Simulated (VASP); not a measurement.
# WSe2 (P6_3/mmc) in VASP: further runs

WSe2 is run at these levels: PBE; tasks: electric field gradients.

Everything below comes from runs of VASP 6.6.1. Logs are shortened: lines on timing, memory, paths and dates and some standing lists are left out, and cuts for length are marked.

**1. The cell of the first run**

Symmetry: P6_3/mmc, No. 194, hexagonal system. The conventional cell has a = 3.312 Å, b = 3.312 Å, c = 13.056 Å, α = 90.00°, β = 90.00°, γ = 120.00°. Within 3.4 Å of W (site symmetry -6m2) lie 6 Se at 2.55 Å and 6 W at 3.31 Å. Within 3.4 Å of Se (site symmetry 3m) lie 3 W at 2.55 Å and 7 Se at 3.31 to 3.37 Å.

**2. Electric field gradients, PBE (20.67 Å³/atom)**

INCAR reads:

```
  PREC = Accurate
  ENCUT = 520
  EDIFF = 1E-8
  ISMEAR = -1
  SIGMA = 0.08
  LREAL = F
  LASPH = T
  NELM = 100
  ALGO = Normal
  ISIF = 2
  LWAVE = F
  LCHARG = F
  GGA = PE
  LEFG = T
  NBANDS = 35
```

KPOINTS reads:

```
regular mesh
0
Gamma
  11 11 3
```

POSCAR reads:

```
WSe2
1.0
    3.3117871547      0.0000000000      0.0000000000
   -1.6558935773      2.8680918078      0.0000000000
    0.0000000000      0.0000000000     13.0558965430
W Se
2 4
Direct
    0.3333333333      0.6666666667      0.2500000000
    0.6666666667      0.3333333333      0.7500000000
    0.3333333333      0.6666666667      0.6210000000
    0.6666666667      0.3333333333      0.1210000000
    0.3333333333      0.6666666667      0.8790000000
    0.6666666667      0.3333333333      0.3790000000
```

Potentials or basis: VASP PAW PBE potentials, release 64 (W_sv, Se).

Launch:

```console
$ cat potpaw_PBE.64/W_sv/POTCAR potpaw_PBE.64/Se/POTCAR > POTCAR
$ mpirun -np 1 vasp_std > vasp.out
```

OUTCAR:

```text
PREC = Accurate
   ENCUT = 520
   EDIFF = 1E-8
   ISMEAR = -1
   LREAL = F
   LASPH = T
   NELM = 100
   ISIF = 2
   GGA = PE

 ion  position               nearest neighbor table
   1  0.333  0.667  0.250-   4 2.55   6 2.55   4 2.55   6 2.55   4 2.55   6 2.55
   2  0.667  0.333  0.750-   3 2.55   5 2.55   3 2.55   5 2.55   3 2.55   5 2.55
   3  0.333  0.667  0.621-   2 2.55   2 2.55   2 2.55
   4  0.667  0.333  0.121-   1 2.55   1 2.55   1 2.55
   5  0.333  0.667  0.879-   2 2.55   2 2.55   2 2.55
   6  0.667  0.333  0.379-   1 2.55   1 2.55   1 2.55

  LATTYP: Found a hexagonal cell.
 ALAT       =     3.3117871547
 C/A-ratio  =     3.9422510968

  Lattice vectors:

 A1 = (   3.3117871547,   0.0000000000,   0.0000000000)
 A2 = (  -1.6558935773,   2.8680918078,   0.0000000000)
 A3 = (   0.0000000000,   0.0000000000,  13.0558965430)

Analysis of symmetry for initial positions (statically):
=====================================================================
 Subroutine PRICEL returns:
 Original cell was already a primitive cell.

 Routine SETGRP: Setting up the symmetry group for a
 hexagonal supercell.

 Subroutine GETGRP returns: Found 24 space group operations
 (whereof 12 operations were pure point group operations)
 out of a pool of 24 trial point group operations.

The static configuration has the point symmetry D_3d.
 The point group associated with its full space group is D_6h.

Analysis of symmetry for dynamics (positions and initial velocities):
=====================================================================
 Subroutine PRICEL returns:
 Original cell was already a primitive cell.

 Routine SETGRP: Setting up the symmetry group for a
 hexagonal supercell.

 Subroutine GETGRP returns: Found 24 space group operations
 (whereof 12 operations were pure point group operations)
 out of a pool of 24 trial point group operations.

The dynamic configuration has the point symmetry D_3d.
 The point group associated with its full space group is D_6h.

 Subroutine INISYM returns: Found 24 space group operations
 (whereof 12 operations are pure point group operations),
 and found     1 'primitive' translations

[... 150 lines left out ...]
 E-fermi :   6.4740     XC(G=0): -10.6588

 val. band max:        6.0348073141   @ k =   0.0000   0.0000   0.0000
 cond. band min:       6.9965046947   @ k =   0.1818   0.1818   0.0000
 fundamental gap:      0.9616973806
 Fermi energy:         6.4740021609

 k-point     1 :       0.0000    0.0000    0.0000
  band No.  band energies     occupation
      1     -68.3176      2.00000
      2     -68.3176      2.00000
      3     -32.5418      2.00000
      4     -32.5418      2.00000
      5     -32.4321      2.00000
      6     -32.4321      2.00000
[... 901 lines left out ...]
     34       9.8018      0.00000
     35      12.6415      0.00000

 [... further k-points ...]
[... 5 lines left out ...]
  --------------------------------------------------------------------------------------
  -------------------------------------------------------------------------------------
  Total        0.7790104      0.7790104      1.2460960      0.0000000      0.0000000     -0.0000000
  in kB       10.0644870     10.0644870     16.0990379      0.0000000      0.0000000     -0.0000000
  external PRESSURE =      12.0760040 kB  Pullay stress =       0.0000000 kB

 VOLUME and BASIS-vectors are now :
 -----------------------------------------------------------------------------
  energy-cutoff  :      520.00
  volume of cell :      124.01
      direct lattice vectors                 reciprocal lattice vectors
     3.311787155  0.000000000  0.000000000     0.301951772  0.174331937  0.000000000
    -1.655893577  2.868091808  0.000000000     0.000000000  0.348663874  0.000000000
     0.000000000  0.000000000 13.055896543     0.000000000  0.000000000  0.076593744

 POSITION                                       TOTAL-FORCE (eV/Angst)
 -----------------------------------------------------------------------------------
     -0.00000      1.91206      3.26397         0.000000      0.000000      0.000000
      1.65589      0.95603      9.79192        -0.000000     -0.000000      0.000000
     -0.00000      1.91206      8.10771         0.000000      0.000000      0.105605
      1.65589      0.95603      1.57976         0.000000     -0.000000      0.105605
     -0.00000      1.91206     11.47613         0.000000      0.000000     -0.105605
      1.65589      0.95603      4.94818        -0.000000     -0.000000     -0.105605
 -----------------------------------------------------------------------------------
    total drift:                               -0.000000      0.000000     -0.000000

  FREE ENERGIE OF THE ION-ELECTRON SYSTEM (eV)
  ---------------------------------------------------
  free  energy   TOTEN  =       -43.1687105984 eV

  energy  without entropy=      -43.1686103869  energy(sigma->0) =      -43.16866049

 Electric field gradients (V/A^2)
---------------------------------------------------------------------
 ion       V_xx      V_yy      V_zz      V_xy      V_xz      V_yz
---------------------------------------------------------------------
   1      74.384    74.385  -148.769     0.001     0.000    -0.000
   2      74.384    74.385  -148.769     0.001    -0.000     0.000
   3      35.882    35.882   -71.764    -0.000     0.000    -0.000
   4      35.882    35.882   -71.764    -0.000    -0.000     0.000
   5      35.882    35.882   -71.764    -0.000    -0.000     0.000
   6      35.882    35.882   -71.764    -0.000     0.000    -0.000
---------------------------------------------------------------------

 Electric field gradients after diagonalization (V/A^2)
 (convention: |V_zz| > |V_xx| > |V_yy|)
----------------------------------------------------------------------
 ion       V_xx      V_yy      V_zz     asymmetry (V_yy - V_xx)/ V_zz
----------------------------------------------------------------------
   1      74.385    74.384  -148.769       0.000
   2      74.385    74.384  -148.769       0.000
   3      35.882    35.882   -71.764       0.000
   4      35.882    35.882   -71.764       0.000
   5      35.882    35.882   -71.764       0.000
   6      35.882    35.882   -71.764       0.000
----------------------------------------------------------------------

           NMR quadrupolar parameters

 Cq : quadrupolar parameter    Cq=e*Q*V_zz/h
 eta: asymmetry parameters     (V_yy - V_xx)/ V_zz
 Q  : nuclear electric quadrupole moment in mb (millibarn)
----------------------------------------------------------------------
 ion       Cq(MHz)       eta       Q (mb)
----------------------------------------------------------------------
   1      -0.360       0.000       1.000
   2      -0.360       0.000       1.000
   3      -0.174       0.000       1.000
   4      -0.174       0.000       1.000
   5      -0.174       0.000       1.000
   6      -0.174       0.000       1.000
----------------------------------------------------------------------
```

OSZICAR:

```text
N       E                     dE             d eps       ncg     rms          rms(c)
DAV:   1     0.501203443511E+03    0.50120E+03   -0.27940E+04  2480   0.144E+03
DAV:   2    -0.138314749703E+02   -0.51503E+03   -0.49772E+03  2603   0.388E+02
DAV:   3    -0.444632471996E+02   -0.30632E+02   -0.30119E+02  2751   0.891E+01
DAV:   4    -0.451500809319E+02   -0.68683E+00   -0.68316E+00  2703   0.136E+01
DAV:   5    -0.451588665501E+02   -0.87856E-02   -0.87747E-02  2661   0.169E+00    0.286E+01
DAV:   6    -0.435888833225E+02    0.15700E+01   -0.63656E+00  2501   0.165E+01    0.100E+01
DAV:   7    -0.433574072478E+02    0.23148E+00   -0.30063E+00  2353   0.843E+00    0.560E+00
DAV:   8    -0.431672189390E+02    0.19019E+00   -0.39711E-01  2468   0.436E+00    0.128E+00
DAV:   9    -0.431704777628E+02   -0.32588E-02   -0.65849E-02  2664   0.123E+00    0.904E-01
DAV:  10    -0.431687477086E+02    0.17301E-02   -0.14001E-02  2481   0.800E-01    0.148E-01
DAV:  11    -0.431687596760E+02   -0.11967E-04   -0.17663E-03  2483   0.274E-01    0.177E-01
DAV:  12    -0.431687108136E+02    0.48862E-04   -0.71428E-05  2597   0.514E-02    0.114E-01
DAV:  13    -0.431687092337E+02    0.15800E-05   -0.85371E-05  2457   0.552E-02    0.721E-03
DAV:  14    -0.431687105047E+02   -0.12710E-05   -0.58392E-06  2736   0.123E-02    0.820E-03
DAV:  15    -0.431687104838E+02    0.20887E-07   -0.50563E-07  2511   0.355E-03    0.773E-03
DAV:  16    -0.431687106003E+02   -0.11649E-06   -0.20779E-07  2504   0.239E-03    0.236E-03
DAV:  17    -0.431687105984E+02    0.19390E-08   -0.35595E-08  2364   0.957E-04
   1 F= -.43168711E+02 E0= -.43168660E+02  d E =-.100211E-03
```

stdout:

```text
POSCAR found type information on POSCAR W Se
 POSCAR found :  2 types and       6 ions
 scaLAPACK will be used
 LDA part: xc-table for (Slater+PW92), standard interpolation
 POSCAR, INCAR and KPOINTS ok, starting setup
 FFT: planning ... GRIDC
 FFT: planning ... GRID_SOFT
 FFT: planning ... GRID
 WAVECAR not read
 entering main loop
ion   1

ion   2

ion   3

ion   4

ion   5

ion   6
```

Wall time 5.2 min (1 thread of Intel Xeon 8259CL, shared host); peak memory 0.32 GiB.

What came out:

```
Free energy                             : -43.1687 eV
Pressure                                : 1.2 GPa
Largest force                           : 0.106 eV/Å
Band gap on the k mesh                  : 0.96 eV (least direct gap 1.69 eV)
Largest electric field gradient by atom : W -148.8; Se -71.8 V/Å²
```

Forces on the atoms (eV/Å):
```
W    0.000  0.000  0.000
W    0.000  0.000  0.000
Se   0.000  0.000  0.106
Se   0.000  0.000  0.106
Se   0.000  0.000 -0.106
Se   0.000  0.000 -0.106
```

Electric field gradients, principal values (V/Å²):
```
atom   least  middle  greatest (by size)
 1 W  74.384  74.385            -148.769
 2 W  74.384  74.385            -148.769
3 Se  35.882  35.882             -71.764
4 Se  35.882  35.882             -71.764
5 Se  35.882  35.882             -71.764
6 Se  35.882  35.882             -71.764
```

Caveat: without QUAD_EFG the Cq values of the log hold for a quadrupole moment of 1 mb, not for the nuclei; spin-orbit coupling is left out, which moves the levels of the heavy elements; this functional lacks dispersion, which binds layers or chains, so the pressure and a relaxed spacing across them are unreliable. A k mesh can miss the band edges.

**3. Electric field gradients, PBE (21.48 Å³/atom)**

This run uses another cell than the first one, of 21.48 Å³/atom.

INCAR reads:

```
SYSTEM = WSe2
PREC = Accurate
ENCUT = 520
EDIFF = 1E-8
ISMEAR = -1
SIGMA = 0.08
LREAL = .False.
LASPH = .True.
NELM = 80
ALGO = Normal
ISIF = 2
LWAVE = .False.
LCHARG = .False.
GGA = PE
LEFG = .True.
NBANDS = 35
```

KPOINTS reads:

```
Automatic mesh
0
Gamma
  11 11 3
  0 0 0
```

POSCAR: that of step 2 with these lines changed.

```diff
@@ -2,5 +2,5 @@
 1.0
-    3.3117871547      0.0000000000      0.0000000000
-   -1.6558935773      2.8680918078      0.0000000000
-    0.0000000000      0.0000000000     13.0558965430
+    3.3545246059      0.0000000000      0.0000000000
+   -1.6772623029      2.9051035263      0.0000000000
+    0.0000000000      0.0000000000     13.2243783068
 W Se
```

Potentials or basis: VASP PAW PBE potentials, release 64 (W_sv, Se).

Launch:

```console
$ cat potpaw_PBE.64/W_sv/POTCAR potpaw_PBE.64/Se/POTCAR > POTCAR
$ mpirun -np 1 vasp_std > vasp.out
```

OUTCAR:

```text
SYSTEM = WSe2
   PREC = Accurate
   ENCUT = 520
   EDIFF = 1E-8
   ISMEAR = -1
   LREAL = .False.
   LASPH = .True.
   NELM = 80
   ISIF = 2
   GGA = PE

 ion  position               nearest neighbor table
   1  0.333  0.667  0.250-   4 2.58   6 2.58   4 2.58   6 2.58   4 2.58   6 2.58
   2  0.667  0.333  0.750-   3 2.58   5 2.58   3 2.58   5 2.58   3 2.58   5 2.58
   3  0.333  0.667  0.621-   2 2.58   2 2.58   2 2.58
   4  0.667  0.333  0.121-   1 2.58   1 2.58   1 2.58
   5  0.333  0.667  0.879-   2 2.58   2 2.58   2 2.58
   6  0.667  0.333  0.379-   1 2.58   1 2.58   1 2.58

  LATTYP: Found a hexagonal cell.
 ALAT       =     3.3545246059
 C/A-ratio  =     3.9422510968
[... 1154 lines left out ...]
   3      32.690    32.690   -65.380    -0.000    -0.000     0.000
   4      32.690    32.690   -65.380    -0.000     0.000    -0.000
   5      32.690    32.690   -65.380    -0.000     0.000    -0.000
   6      32.690    32.690   -65.380    -0.000    -0.000     0.000
---------------------------------------------------------------------

 Electric field gradients after diagonalization (V/A^2)
 (convention: |V_zz| > |V_xx| > |V_yy|)
----------------------------------------------------------------------
 ion       V_xx      V_yy      V_zz     asymmetry (V_yy - V_xx)/ V_zz
----------------------------------------------------------------------
   1      70.873    70.872  -141.744       0.000
   2      70.873    70.872  -141.744       0.000
   3      32.690    32.690   -65.380       0.000
   4      32.690    32.690   -65.380       0.000
   5      32.690    32.690   -65.380       0.000
   6      32.690    32.690   -65.380       0.000
----------------------------------------------------------------------

           NMR quadrupolar parameters

 Cq : quadrupolar parameter    Cq=e*Q*V_zz/h
 eta: asymmetry parameters     (V_yy - V_xx)/ V_zz
 Q  : nuclear electric quadrupole moment in mb (millibarn)
----------------------------------------------------------------------
 ion       Cq(MHz)       eta       Q (mb)
----------------------------------------------------------------------
   1      -0.343       0.000       1.000
   2      -0.343       0.000       1.000
   3      -0.158       0.000       1.000
   4      -0.158       0.000       1.000
   5      -0.158       0.000       1.000
   6      -0.158       0.000       1.000
----------------------------------------------------------------------
```

stdout:

```text
POSCAR found type information on POSCAR W Se
 POSCAR found :  2 types and       6 ions
 scaLAPACK will be used
 LDA part: xc-table for (Slater+PW92), standard interpolation
 POSCAR, INCAR and KPOINTS ok, starting setup
 FFT: planning ... GRIDC
 FFT: planning ... GRID_SOFT
 FFT: planning ... GRID
 WAVECAR not read
 entering main loop
ion   1

ion   2

ion   3

ion   4

ion   5

ion   6
```

Run time: 4.9 min. Hardware: 1 thread of Intel Xeon 8259CL, shared host; peak memory 0.32 GiB.

Results:

```yaml
Free_energy: -43.1304 eV
Pressure: -3.6 GPa
Largest_force: 0.681 eV/Å
Band_gap_on_the_k_mesh: 0.99 eV (least direct gap 1.60 eV)
Largest_electric_field_gradient_by_atom: W -141.7; Se -65.4 V/Å²
```

Forces in eV/Å, atoms in the order of the input:
```
W    0.000  0.000  0.000
W    0.000  0.000  0.000
Se   0.000  0.000  0.681
Se   0.000  0.000  0.681
Se   0.000  0.000 -0.681
Se   0.000  0.000 -0.681
```

Levels at points of the mesh, in eV from the valence-band top:
```csv
k point,band 23,band 24,band 25,band 26,band 27,band 28,band 29,band 30
"(0.00, 0.00, 0.00)",-1.39,-1.04,-0.92,0.00,2.50,2.50,2.55,2.55
```

Electric field gradients, principal values (V/Å²):
| atom | least | middle | greatest (by size) |
| --- | --- | --- | --- |
| 1 W | 70.872 | 70.873 | -141.744 |
| 2 W | 70.872 | 70.873 | -141.744 |
| 3 Se | 32.690 | 32.690 | -65.380 |
| 4 Se | 32.690 | 32.690 | -65.380 |
| 5 Se | 32.690 | 32.690 | -65.380 |
| 6 Se | 32.690 | 32.690 | -65.380 |

Caveat: the cell stands under tension; without QUAD_EFG the Cq values of the log hold for a quadrupole moment of 1 mb, not for the nuclei; spin-orbit coupling is left out, which moves the levels of the heavy elements; this functional lacks dispersion, which binds layers or chains, so the pressure and a relaxed spacing across them are unreliable.

[end of part 1 of 2]
